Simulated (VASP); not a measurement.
# AgO: single point with PBEsol

Crystal: AgO.

```
Ag O
1.0
     0.00000    2.40800    2.52840
     2.40800    0.00000    2.52840
     2.40800    2.40800    0.00000
Ag O
1 1
Direct
  0.00000 0.00000 0.00000
  0.75000 0.75000 0.75000
```

This cell differs from its parent crystal: strain +0.000 along x and y, +0.050 along z.

- Program: VASP 6.6.1
- Task: single point
- Functional: PBEsol
- Potentials or basis: VASP PAW PBE potentials, release 64 (Ag, O)
- Cutoff: 520 eV
- k mesh: 18 × 18 × 18
- Occupations: gaussian, width 0.15 eV
- Spin: no spin polarisation
- Dipole correction: no
- Further INCAR settings: ALGO = Normal; EDIFF = 1e-06; NBANDS = 16

```
Pressure               : 3.6 GPa
Band gap on the k mesh : zero (an odd number of electrons rules out a gap without spin polarisation)
```

Stress tensor (GPa, compression positive):
```
3.33 0.00 0.00
0.00 3.33 0.00
0.00 0.00 4.09
```

Levels at points of the mesh, in eV from the Fermi level:
| k point | band 5 | band 6 | band 7 | band 8 | band 9 | band 10 | band 11 | band 12 | band 13 | band 14 |
| --- | --- | --- | --- | --- | --- | --- | --- | --- | --- | --- |
| (0.00, 0.00, 0.00) | -3.19 | -3.04 | 0.25 | 0.75 | 0.89 | 0.89 | 13.81 | 13.85 | 13.85 | 18.47 |
| (0.50, 0.00, 0.00) | -2.95 | -2.93 | -2.71 | -0.06 | -0.02 | 5.34 | 6.83 | 13.35 | 14.08 | 15.89 |
| (0.50, 0.50, 0.00) | -3.38 | -2.76 | -1.97 | -1.35 | -1.35 | 5.92 | 8.31 | 11.73 | 13.58 | 13.58 |
| (0.50, 0.00, 0.50) | -3.23 | -2.80 | -1.70 | -1.47 | -1.24 | 5.94 | 9.03 | 11.17 | 12.80 | 13.44 |

Wall time 92 s on 1 thread of Intel(R) Xeon(R) 6975P-C (Granite Rapids), with other jobs on the host, peak memory 0.33 GiB.

Caveat: the cell differs from its parent crystal (strain +0.000 along x and y, +0.050 along z); the cell stands under pressure; the PAW data sets were made with another functional, which shifts forces and pressure a little; an odd number of electrons without spin polarisation forces a metal; a magnetic or distorted state may lie lower.
